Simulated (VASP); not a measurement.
# BN (P3m1) in VASP: notebook, part 2 of 2

VASP 6.6.1.

### 3 Single point, PBE

This run uses another cell than the first one, of 8.09 Å³/atom, 1.096 times its volume.

File INCAR:

```
SYSTEM = BN
PREC = Accurate ; ENCUT = 520
EDIFF = 1E-6 ; ISMEAR = 0
SIGMA = 0.05 ; LREAL = .FALSE.
LASPH = .TRUE. ; NELM = 100
ALGO = Normal ; ISIF = 2
LWAVE = .FALSE. ; LCHARG = .FALSE.
GGA = PE ; NBANDS = 36
```

File KPOINTS:

```
Automatic mesh
0
G
  10 10 2
  0 0 0
```

File POSCAR:

```
BN
1.0
   -2.5539396017      0.0000000000      0.0000000000
   -1.2769698008     -2.2117765748      0.0000000000
    0.0000000000      0.0000000000     17.1805650000
B N
6 6
Direct
    0.6666666667      0.6666666667      0.1690499419
    0.6666666667      0.6666666667      0.4150753200
    0.6666666667      0.6666666667      0.6611006981
    0.3333333333      0.3333333333      0.0460372529
    0.3333333333      0.3333333333      0.2920626309
    0.3333333333      0.3333333333      0.5380880090
    0.6666666667      0.6666666667      0.0769262311
    0.6666666667      0.6666666667      0.3229516092
    0.6666666667      0.6666666667      0.5689769873
    0.3333333333      0.3333333333      0.6919896764
    0.3333333333      0.3333333333      0.1999389202
    0.3333333333      0.3333333333      0.4459642983
```

Potentials or basis: VASP PAW PBE potentials, release 64 (B, N).

On the command line:

```bash
$ cat potpaw_PBE.64/B/POTCAR potpaw_PBE.64/N/POTCAR > POTCAR
$ mpirun -np 1 vasp_std > vasp.out
```

Wall time 98 s (1 thread of Intel Xeon 6975P-C (Granite Rapids), shared host); peak memory 0.24 GiB.

Results (log left out):

```
Free energy            : -99.6596 eV
Pressure               : -2.1 GPa
Largest force          : 2.867 eV/Å
Band gap on the k mesh : zero (band 24 reaches 5.16 eV, above the bottom of band 25 at 4.67 eV)
```

Forces in eV/Å, atoms in the order of the input:
```
B    0.000  0.000  0.786
B    0.000  0.000  0.596
B    0.000  0.000  2.867
B    0.000  0.000  0.827
B    0.000  0.000  0.545
B    0.000  0.000  0.800
N    0.000  0.000 -1.338
N    0.000  0.000 -0.567
N    0.000  0.000 -1.231
N    0.000  0.000 -2.139
N    0.000  0.000 -0.512
N    0.000  0.000 -0.633
```

Stress tensor (GPa, compression positive):
```
-3.54  0.00  0.00
 0.00 -3.54  0.00
 0.00  0.00  0.90
```

Levels at points of the mesh, in eV from the Fermi level:
```csv
k point,band 22,band 23,band 24,band 25,band 26,band 27
"(0.00, 0.00, 0.00)",-0.40,-0.24,0.42,0.42,5.90,6.43
"(0.50, 0.00, 0.00)",-3.66,-2.03,-0.21,0.11,4.35,4.93
"(0.00, 0.00, 0.50)",-0.48,-0.17,0.42,0.42,5.88,6.43
"(0.50, 0.00, 0.50)",-3.66,-2.03,-0.21,0.11,4.35,4.93
```

Caveat: forces of over 1 eV/Å act on the atoms, so gaps and moduli don't describe the material at rest.

### 4 Single point, PBE

This run uses another cell than the first one, of 8.79 Å³/atom, 1.191 times its volume.

File INCAR:

```
PREC = Accurate
ENCUT = 520
EDIFF = 1E-7
ISMEAR = 0
SIGMA = 0.05
LREAL = False
LASPH = True
NELM = 100
ALGO = Normal
ISIF = 2
LWAVE = False
LCHARG = False
GGA = PE
NBANDS = 36
```

File KPOINTS:

```
regular mesh
0
Gamma
  10 10 2
```

File POSCAR:

```
BN
1.0
   -2.5539396017      0.0000000000      0.0000000000
   -1.2769698008     -2.2117765748      0.0000000000
    0.0000000000      0.0000000000     18.6805650000
B N
6 6
Direct
    0.6666666667      0.6666666667      0.1554756783
    0.6666666667      0.6666666667      0.3817458688
    0.6666666667      0.6666666667      0.6080160592
    0.3333333333      0.3333333333      0.0423405831
    0.3333333333      0.3333333333      0.2686107736
    0.3333333333      0.3333333333      0.4948809640
    0.6666666667      0.6666666667      0.0707492581
    0.6666666667      0.6666666667      0.2970194485
    0.6666666667      0.6666666667      0.5232896389
    0.3333333333      0.3333333333      0.6364247342
    0.3333333333      0.3333333333      0.1838843533
    0.3333333333      0.3333333333      0.4101545437
```

Potentials or basis: VASP PAW PBE potentials, release 64 (B, N).

On the command line:

```bash
$ cat potpaw_PBE.64/B/POTCAR potpaw_PBE.64/N/POTCAR > POTCAR
$ mpirun -np 1 vasp_std > vasp.out
```

OUTCAR:

```text
PREC = Accurate
   ENCUT = 520
   EDIFF = 1E-7
   ISMEAR = 0
   LREAL = False
   LASPH = True
   NELM = 100
   ISIF = 2
   GGA = PE

 ion  position               nearest neighbor table
   1  0.667  0.667  0.155-  11 1.57  11 1.57  11 1.57   7 1.58
   2  0.667  0.667  0.382-  12 1.57  12 1.57  12 1.57   8 1.58
   3  0.667  0.667  0.608-  10 1.57  10 1.57  10 1.57   9 1.58
   4  0.333  0.333  0.042-   7 1.57   7 1.57   7 1.57
   5  0.333  0.333  0.269-   8 1.57   8 1.57   8 1.57  11 1.58
[... 1166 lines left out ...]

 VOLUME and BASIS-vectors are now :
 -----------------------------------------------------------------------------
  energy-cutoff  :      520.00
  volume of cell :      105.52
      direct lattice vectors                 reciprocal lattice vectors
    -2.553939602  0.000000000  0.000000000    -0.391551938  0.226062617  0.000000000
    -1.276969801 -2.211776575  0.000000000     0.000000000 -0.452125233  0.000000000
     0.000000000  0.000000000 18.680565000     0.000000000  0.000000000  0.053531571

 POSITION                                       TOTAL-FORCE (eV/Angst)
 -----------------------------------------------------------------------------------
     -2.55394     -1.47452      2.90437         0.000000      0.000000      0.772131
     -2.55394     -1.47452      7.13123        -0.000000      0.000000      0.585593
     -2.55394     -1.47452     11.35808        -0.000000     -0.000000      2.897344
     -1.27697     -0.73726      0.79095         0.000000     -0.000000      0.809687
     -1.27697     -0.73726      5.01780         0.000000      0.000000      0.533964
     -1.27697     -0.73726      9.24466        -0.000000     -0.000000      0.793828
     -2.55394     -1.47452      1.32164         0.000000      0.000000     -1.305129
     -2.55394     -1.47452      5.54849         0.000000     -0.000000     -0.556559
     -2.55394     -1.47452      9.77535        -0.000000      0.000000     -1.228456
     -1.27697     -0.73726     11.88877        -0.000000      0.000000     -2.179026
     -1.27697     -0.73726      3.43506        -0.000000      0.000000     -0.500162
     -1.27697     -0.73726      7.66192         0.000000      0.000000     -0.623214
 -----------------------------------------------------------------------------------
    total drift:                                0.000000      0.000000     -0.001506

  FREE ENERGIE OF THE ION-ELECTRON SYSTEM (eV)
  ---------------------------------------------------
  free  energy   TOTEN  =       -99.6486844100 eV

  energy  without entropy=      -99.6344075112  energy(sigma->0) =      -99.64154596
```

OSZICAR:

```text
N       E                     dE             d eps       ncg     rms          rms(c)
DAV:   1     0.237500279129E+03    0.23750E+03   -0.24480E+04  2016   0.125E+03
DAV:   2    -0.903321535119E+02   -0.32783E+03   -0.30926E+03  2676   0.296E+02
DAV:   3    -0.108051103208E+03   -0.17719E+02   -0.17559E+02  2668   0.695E+01
[... 23 lines left out ...]
DAV:  27    -0.996486952457E+02   -0.11609E-04   -0.62429E-06  2320   0.161E-02    0.409E-02
DAV:  28    -0.996486856383E+02    0.96073E-05   -0.40162E-06  2488   0.216E-02    0.152E-02
DAV:  29    -0.996486860456E+02   -0.40722E-06   -0.17048E-06  2136   0.721E-03    0.168E-02
DAV:  30    -0.996486848513E+02    0.11943E-05   -0.36455E-07  1928   0.536E-03    0.103E-03
DAV:  31    -0.996486843763E+02    0.47491E-06   -0.16253E-07  1856   0.446E-03    0.639E-03
DAV:  32    -0.996486844100E+02   -0.33658E-07   -0.41848E-08  1624   0.113E-03
   1 F= -.99648684E+02 E0= -.99641546E+02  d E =-.142769E-01
```

It took 1.9 min on 1 thread of Intel Xeon 6975P-C (Granite Rapids), shared host; peak memory 0.26 GiB.

What came out:

```
Free energy            : -99.6487 eV
Pressure               : -1.9 GPa
Largest force          : 2.897 eV/Å
Band gap on the k mesh : zero (band 24 reaches 4.23 eV, above the bottom of band 25 at 3.75 eV)
```

Forces on the atoms (eV/Å):
```
B    0.000  0.000  0.772
B    0.000  0.000  0.586
B    0.000  0.000  2.897
B    0.000  0.000  0.810
B    0.000  0.000  0.534
B    0.000  0.000  0.794
N    0.000  0.000 -1.305
N    0.000  0.000 -0.557
N    0.000  0.000 -1.228
N    0.000  0.000 -2.179
N    0.000  0.000 -0.500
N    0.000  0.000 -0.623
```

Caveat: forces of over 1 eV/Å act on the atoms, so gaps and moduli don't describe the material at rest.

### 5 The runs side by side

| cell | gap on the mesh (eV) | pressure (GPa) | largest force (eV/Å) |
| --- | --- | --- | --- |
| a = 2.554, b = 2.554, c = 15.681 Å, angles 90.0, 90.0, 60.0°, 12 atoms | none | -2.4 | 2.96 |
| a = 2.554, b = 2.554, c = 17.181 Å, angles 90.0, 90.0, 60.0°, 12 atoms | none | -2.1 | 2.87 |
| a = 2.554, b = 2.554, c = 18.681 Å, angles 90.0, 90.0, 60.0°, 12 atoms | none | -1.9 | 2.90 |

Alike in all rows: task single point; level PBE; potentials or basis VASP PAW PBE potentials, release 64 (B, N); no spin polarisation; k mesh 10 × 10 × 2; cutoff (eV) 520; smearing gaussian 0.05 eV.

Caveats: forces of over 1 eV/Å act on the atoms, so gaps and moduli don't describe the material at rest.

Absolute energies hang on the potentials; compare differences alone.
